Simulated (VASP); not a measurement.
# Ag (Pm-3m) in VASP: further runs

The runs below take Ag through single point, with PBE.

Everything below comes from runs of VASP 6.6.1. Logs are shortened: lines on timing, memory, paths and dates and some standing lists are left out, and cuts for length are marked.

**1. The cell of the first run**

The structure is cubic, space group Pm-3m (No. 221). Conventional cell: a = 2.715 Å, b = 2.715 Å, c = 2.715 Å, α = 90.00°, β = 90.00°, γ = 90.00°. Within 3.6 Å of Ag (site symmetry m-3m) lie 6 Ag at 2.71 Å.

**2. Single point, PBE (volume scaled by 0.96)**

Contents of INCAR:

```
PREC = Accurate
ENCUT = 520
EDIFF = 1E-6
ISMEAR = -1
SIGMA = 0.1
LREAL = F
LASPH = T
NELM = 100
ALGO = Normal
ISIF = 2
LWAVE = F
LCHARG = F
GGA = PE
NBANDS = 12
```

Contents of KPOINTS:

```
regular mesh
0
Gamma
  13 13 13
```

Contents of POSCAR:

```
Ag
1.0
    2.7149752846      0.0000000000      0.0000000000
    0.0000000000      2.7149752846      0.0000000000
    0.0000000000      0.0000000000      2.7149752846
Ag
1
Direct
    0.0000000000      0.0000000000      0.0000000000
```

Potentials or basis: VASP PAW PBE potentials, release 64 (Ag).

Started as:

```bash
> cat potpaw_PBE.64/Ag/POTCAR > POTCAR
> mpirun -np 1 vasp_std > vasp.out
```

OUTCAR:

```text
PREC = Accurate
   ENCUT = 520
   EDIFF = 1E-6
   ISMEAR = -1
   LREAL = F
   LASPH = T
   NELM = 100
   ISIF = 2
   GGA = PE

 ion  position               nearest neighbor table
   1  0.000  0.000  0.000-

  LATTYP: Found a simple cubic cell.
 ALAT       =     2.7149752846

  Lattice vectors:

 A1 = (   2.7149752846,   0.0000000000,   0.0000000000)
 A2 = (   0.0000000000,   2.7149752846,   0.0000000000)
 A3 = (   0.0000000000,   0.0000000000,   2.7149752846)

Analysis of symmetry for initial positions (statically):
=====================================================================
 Subroutine PRICEL returns:
 Original cell was already a primitive cell.

 Routine SETGRP: Setting up the symmetry group for a
 simple cubic supercell.

 Subroutine GETGRP returns: Found 48 space group operations
 (whereof 48 operations were pure point group operations)
 out of a pool of 48 trial point group operations.

The static configuration has the point symmetry O_h .

Analysis of symmetry for dynamics (positions and initial velocities):
=====================================================================
 Subroutine PRICEL returns:
 Original cell was already a primitive cell.

 Routine SETGRP: Setting up the symmetry group for a
 simple cubic supercell.

 Subroutine GETGRP returns: Found 48 space group operations
 (whereof 48 operations were pure point group operations)
 out of a pool of 48 trial point group operations.

The dynamic configuration has the point symmetry O_h .

 Subroutine INISYM returns: Found 48 space group operations
 (whereof 48 operations are pure point group operations),
 and found     1 'primitive' translations

----------------------------------------------------------------------------------------

                                     Primitive cell

  volume of cell :      20.0123

  direct lattice vectors                    reciprocal lattice vectors
     2.714975285  0.000000000  0.000000000     0.368327478  0.000000000  0.000000000
     0.000000000  2.714975285  0.000000000     0.000000000  0.368327478  0.000000000
     0.000000000  0.000000000  2.714975285     0.000000000  0.000000000  0.368327478

  length of vectors
     2.714975285  2.714975285  2.714975285     0.368327478  0.368327478  0.368327478

  position of ions in fractional coordinates (direct lattice)
     0.000000000  0.000000000  0.000000000

  ion indices of the primitive-cell ions
   primitive index   ion index
                 1           1

----------------------------------------------------------------------------------------

 KPOINTS: regular mesh

Automatic generation of k-mesh.
 Grid dimensions read from file:
 generate k-points for:   13   13   13

 Generating k-lattice:

  Cartesian coordinates                     Fractional coordinates (reciprocal lattice)
     0.028332883  0.000000000  0.000000000     0.076923077  0.000000000  0.000000000
     0.000000000  0.028332883  0.000000000     0.000000000  0.076923077  0.000000000
     0.000000000  0.000000000  0.028332883     0.000000000  0.000000000  0.076923077

  Length of vectors
     0.028332883  0.028332883  0.028332883

  Shift w.r.t. Gamma in fractional coordinates (k-lattice)
     0.000000000  0.000000000  0.000000000

 Subroutine IBZKPT returns following result:
 ===========================================

 Found     84 irreducible k-points:

 Following reciprocal coordinates:
            Coordinates               Weight
  0.000000  0.000000  0.000000      1.000000
  0.076923  0.000000  0.000000      6.000000
  0.153846  0.000000  0.000000      6.000000
  0.230769  0.000000  0.000000      6.000000
  0.307692  0.000000  0.000000      6.000000
  0.384615  0.000000  0.000000      6.000000
[... 16 lines left out ...]
  0.307692  0.307692  0.000000     12.000000
  0.384615  0.307692  0.000000     24.000000
 [... further k-points ...]
   k-points           NKPTS =     84   k-points in BZ     NKDIM =     84   number of bands    NBANDS=     12
   number of dos      NEDOS =    301   number of ions     NIONS =      1
   total plane-waves  NPLWV =   8000
   dimension x,y,z NGX =    20 NGY =   20 NGZ =   20
   dimension x,y,z NGXF=    40 NGYF=   40 NGZF=   40
   ions per type =               1
   NGX,Y,Z   is equivalent  to a cutoff of  12.25, 12.25, 12.25 a.u.
   NGXF,Y,Z  is equivalent  to a cutoff of  24.49, 24.49, 24.49 a.u.
 SYSTEM =  unknown system
   PREC   = accura    normal or accurate (medium, high low for compatibility)
   ISTART =      0    job   : 0-new  1-cont  2-samecut
   ICHARG =      2    charge: 1-file 2-atom 10-const
   ISPIN  =      1    spin polarized calculation?
   LNONCOLLINEAR =      F non collinear calculations
   LSORBIT =      F    spin-orbit coupling
   LASPH  =      T    aspherical Exc in radial PAW
   ENCUT  =  520.0 eV  38.22 Ry    6.18 a.u.   5.05  5.05  5.05*2*pi/ulx,y,z
   NELM   =    100;   NELMIN=  2; NELMDL= -5     # of ELM steps
   EDIFF  = 0.1E-05   stopping-criterion for ELM
   LREAL  =      F    real-space projection
   EDIFFG = 0.1E-04   stopping-criterion for IOM
   NSW    =      0    number of steps for IOM
   IBRION =     -1    ionic relax: 0-MD 1-quasi-New 2-CG
   NFREE  =      0    steps in history (QN), initial steepest desc. (CG)
   ISIF   =      2    stress and relaxation
   ISYM   =      2    0-nonsym 1-usesym 2-fastsym
   POTIM  = 0.5000    time-step for ionic-motion
   TEBEG  =    0.0;   TEEND  =   0.0 temperature during run
   PSTRESS=    0.0 pullay stress
   NELECT =      11.0000    total number of electrons
   NUPDOWN=      -1.0000    fix difference up-down
   EMIN   =  10.00;   EMAX   =-10.00  energy-range for DOS
   EFERMI =   0.00;   METHOD = LEGACY
   ISMEAR =    -1;   SIGMA  =   0.10  broadening in eV -4-tet -1-fermi 0-gaus
   EFERMI_NEDOS =   21; number of points for ismear=-14 and -15
   IALGO  =     38    algorithm
   IMIX   =      4    mixing-type and parameters
     AMIX     =   0.40;   BMIX     =  1.00
     AMIX_MAG =   1.60;   BMIX_MAG =  1.00
  volume/ion in A,a.u.               =      20.01       135.05
  Fermi-wavevector in a.u.,A,eV,Ry     =   1.341034  2.534187 24.468345  1.798373
  Thomas-Fermi vector in A             =   2.469300
   LORBIT       =      0    0 simple, 1 ext, 2 COOP (PROOUT), +10 PAW based schemes
   GGA     = PE    functional components
   LHFCALC =     F    Hartree Fock is set to
   AEXX    =    0.0000 exact exchange contribution
   IVDW    =     0    specifies the selected vdW correction
   LEPSILON=     F    determine dielectric tensor
   LRPA    =     F    only Hartree local field effects (RPA)
 non-spin polarized calculation
  energy-cutoff  :      520.00
  volume of cell :       20.01
 maximum number of plane-waves:       552
   NGX = 11   NGY = 11   NGZ = 11

 number of electron      10.9999997 magnetization

 Free energy of the ion-electron system (eV)
  ---------------------------------------------------
  ext. energy  EPLUGINS =         0.00000000
  ---------------------------------------------------
  free energy    TOTEN  =        -2.38351526 eV

  energy without entropy =       -2.37322827  energy(sigma->0) =       -2.37837177

 E-fermi :   6.3478     XC(G=0): -11.1865

 val. band max:        6.3088676693   @ k =   0.4615   0.1538   0.0000
 cond. band min:       6.3828117726   @ k =   0.3846   0.3077   0.0769
 fundamental gap:      0.0739441033
 Fermi energy:         6.3477916727

 k-point     1 :       0.0000    0.0000    0.0000
  band No.  band energies     occupation
      1      -0.2386      2.00000
      2       0.4620      2.00000
      3       0.4620      2.00000
      4       3.5503      2.00000
      5       3.5503      2.00000
      6       3.5503      2.00000
      7      20.5380      0.00000
      8      20.5380      0.00000
      9      20.5380      0.00000
     10      25.7721      0.00000
     11      25.7721      0.00000
     12      26.2065      0.00000

 k-point     2 :       0.0769    0.0000    0.0000
  band No.  band energies     occupation
      1      -0.1069      2.00000
      2       0.4792      2.00000
      3       0.5557      2.00000
      4       3.4867      2.00000
      5       3.4867      2.00000
      6       3.5555      2.00000
      7      19.2671      0.00000
      8      20.7439      0.00000
      9      20.7439      0.00000
     10      25.6365      0.00000
     11      25.9896      0.00000
     12      27.4435      0.00000

 k-point     3 :       0.1538    0.0000    0.0000
  band No.  band energies     occupation
      1       0.2002      2.00000
      2       0.5274      2.00000
      3       0.9095      2.00000
      4       3.3148      2.00000
      5       3.3148      2.00000
      6       3.5700      2.00000
      7      16.9624      0.00000
      8      21.3376      0.00000
      9      21.3376      0.00000
     10      25.2615      0.00000
     11      26.0046      0.00000
     12      30.2561      0.00000
[... 286 lines left out ...]
 k-point    23 :       0.3077    0.3077    0.0000
  band No.  band energies     occupation
      1       0.9900      2.00000
      2       1.3327      2.00000
      3       2.5634      2.00000
      4       2.9236      2.00000
      5       2.9827      2.00000
      6       4.9356      2.00000
      7      13.2300      0.00000
      8      15.6789      0.00000
      9      22.4441      0.00000
     10      26.1830      0.00000
     11      26.3210      0.00000
     12      30.0709      0.00000

 k-point    24 :       0.3846    0.3077    0.0000
  band No.  band energies     occupation
      1       1.0655      2.00000
      2       1.1169      2.00000
      3       2.7741      2.00000
      4       2.9310      2.00000
      5       2.9862      2.00000
      6       6.2103      1.59649
      7      11.6385      0.00000
      8      16.1747      0.00000
      9      20.6219      0.00000
     10      26.3063      0.00000
     11      27.6147      0.00000
     12      29.5067      0.00000

 [... further k-points ...]

------------------------ aborting loop because EDIFF is reached ----------------------------------------

  FORCE on cell =-STRESS in cart. coord.  units (eV):
  Direction    XX          YY          ZZ          XY          YZ          ZX
  --------------------------------------------------------------------------------------
  -------------------------------------------------------------------------------------
  Total        0.3523522      0.3523522      0.3523522     -0.0000000      0.0000000     -0.0000000
  in kB       28.2091474     28.2091474     28.2091474     -0.0000000      0.0000000     -0.0000000
  external PRESSURE =      28.2091474 kB  Pullay stress =       0.0000000 kB

 VOLUME and BASIS-vectors are now :
 -----------------------------------------------------------------------------
  energy-cutoff  :      520.00
  volume of cell :       20.01
      direct lattice vectors                 reciprocal lattice vectors
     2.714975285  0.000000000  0.000000000     0.368327478  0.000000000  0.000000000
     0.000000000  2.714975285  0.000000000     0.000000000  0.368327478  0.000000000
     0.000000000  0.000000000  2.714975285     0.000000000  0.000000000  0.368327478

 POSITION                                       TOTAL-FORCE (eV/Angst)
 -----------------------------------------------------------------------------------
      0.00000      0.00000      0.00000         0.000000      0.000000      0.000000
 -----------------------------------------------------------------------------------
    total drift:                               -0.000000      0.000000      0.000000

  FREE ENERGIE OF THE ION-ELECTRON SYSTEM (eV)
  ---------------------------------------------------
  free  energy   TOTEN  =        -2.3835152597 eV

  energy  without entropy=       -2.3732282709  energy(sigma->0) =       -2.37837177
```

Wall time 6 s (1 thread of Intel Xeon 6975P-C, shared host); peak memory 0.13 GiB.

What came out:

| Item | Value |
| --- | --- |
| Free energy | -2.3835 eV |
| Pressure | 2.8 GPa |

Caveat: the cell differs from its parent crystal (volume scaled by 0.96).

**3. Single point, PBE**

This run uses another cell than the first one, of 20.85 Å³/atom, 1.042 times its volume.

Contents of INCAR:

```
SYSTEM = Ag
  PREC = Accurate
  ENCUT = 520
  EDIFF = 1E-7
  ISMEAR = -1
  SIGMA = 0.1
  LREAL = .FALSE.
  LASPH = .TRUE.
  NELM = 60
  ALGO = Normal
  ISIF = 2
  LWAVE = .FALSE.
  LCHARG = .FALSE.
  GGA = PE
  NBANDS = 12
```

Contents of KPOINTS:

```
Automatic mesh
0
G
  12 12 12
  0 0 0
```

Contents of POSCAR:

```
Ag
1.0
    2.7521713490      0.0000000000      0.0000000000
    0.0000000000      2.7521713490      0.0000000000
    0.0000000000      0.0000000000      2.7521713490
Ag
1
Direct
    0.0000000000      0.0000000000      0.0000000000
```

Potentials or basis: VASP PAW PBE potentials, release 64 (Ag).

Started as:

```bash
> cat potpaw_PBE.64/Ag/POTCAR > POTCAR
> mpirun -np 1 vasp_std > vasp.out
```

It took 6.8 s on 1 thread of Intel Xeon 6975P-C, shared host; peak memory 0.14 GiB.

It converged, with:

* Free energy: -2.3909 eV
* Pressure: -0.1 GPa

Levels at points of the mesh, in eV from the Fermi level:
```tsv
k point	band 1	band 2	band 3	band 4	band 5	band 6	band 7	band 8	band 9	band 10
(0.00, 0.00, 0.00)	-6.33	-5.67	-5.67	-2.79	-2.79	-2.79	13.90	13.90	13.90	18.95
(0.50, 0.00, 0.00)	-5.38	-5.09	-3.72	-3.72	-2.70	-0.46	1.64	16.98	18.78	19.01
(0.50, 0.50, 0.00)	-5.64	-4.92	-3.55	-3.55	-2.04	3.86	3.86	7.32	9.45	21.31
(0.50, 0.50, 0.50)	-5.13	-5.13	-5.13	-1.98	-1.98	8.42	8.42	8.42	10.20	14.12
```
